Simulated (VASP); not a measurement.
SiO2:

```
Si O
1.0
     4.74600    0.00000    0.00000
     0.00000    4.74600    0.00000
     0.00000    0.00000    6.44500
Si O
4 8
Direct
  0.32370 0.32370 0.00000
  0.17630 0.82370 0.25000
  0.67630 0.67630 0.50000
  0.82370 0.17630 0.75000
  0.23380 0.15460 0.19920
  0.34540 0.73380 0.44920
  0.76620 0.84540 0.69920
  0.65460 0.26620 0.94920
  0.73380 0.34540 0.55080
  0.84540 0.76620 0.30080
  0.26620 0.65460 0.05080
  0.15460 0.23380 0.80080
```

| Property | Result |
| --- | --- |
| Program | VASP 6.6.1 |
| Task | relaxation of the atoms |
| Functional | PBE |
| Potentials or basis | VASP PAW PBE potentials, release 64 (Si, O) |
| Cutoff | 520 eV |
| k mesh | 5 × 5 × 3 |
| Occupations | fermi-dirac, width 0.02 eV |
| Spin | no spin polarisation |

At the start: pressure 14.6 GPa; volume 12.10 Å³/atom.

How do energy, volume and symmetry change on relaxing?

Over 14 steps the energy falls by 33.8 meV/atom at a fixed cell; space group P4_12_12 (No. 92, to 0.1 Å) before and after.

Step by step:
```
step  energy change (eV)  largest force (eV/Å)  pressure (GPa)
   1              0.0000                1.9848           14.59
   2              1.6697                5.6626           14.92
   3             -0.2736                0.6295           12.43
   4             -0.3759                0.2529            8.88
   5             -0.3914                0.1781            6.86
   6             -0.3966                0.1706            6.45
   7             -0.3971                0.2191            6.30
   8             -0.3997                0.1800            6.18
   9             -0.4044                0.0685            5.80
  10             -0.4001                0.1717            5.06
  11             -0.4051                0.0344            5.60
  12             -0.4052                0.0279            5.65
  13             -0.4054                0.0216            5.77
  14             -0.4055                0.0090            5.81
```

Final structure:
```
CELL_PARAMETERS angstrom
4.74600 0.00000 0.00000
0.00000 4.74600 0.00000
0.00000 0.00000 6.44500
ATOMIC_POSITIONS crystal
Si 0.32866 0.32866 0.00000
Si 0.17134 0.82866 0.25000
Si 0.67134 0.67134 0.50000
Si 0.82866 0.17134 0.75000
O 0.22640 0.16098 0.20685
O 0.33902 0.72640 0.45685
O 0.77360 0.83902 0.70685
O 0.66098 0.27360 0.95685
O 0.72640 0.33902 0.54315
O 0.83902 0.77360 0.29315
O 0.27360 0.66098 0.04315
O 0.16098 0.22640 0.79315
```
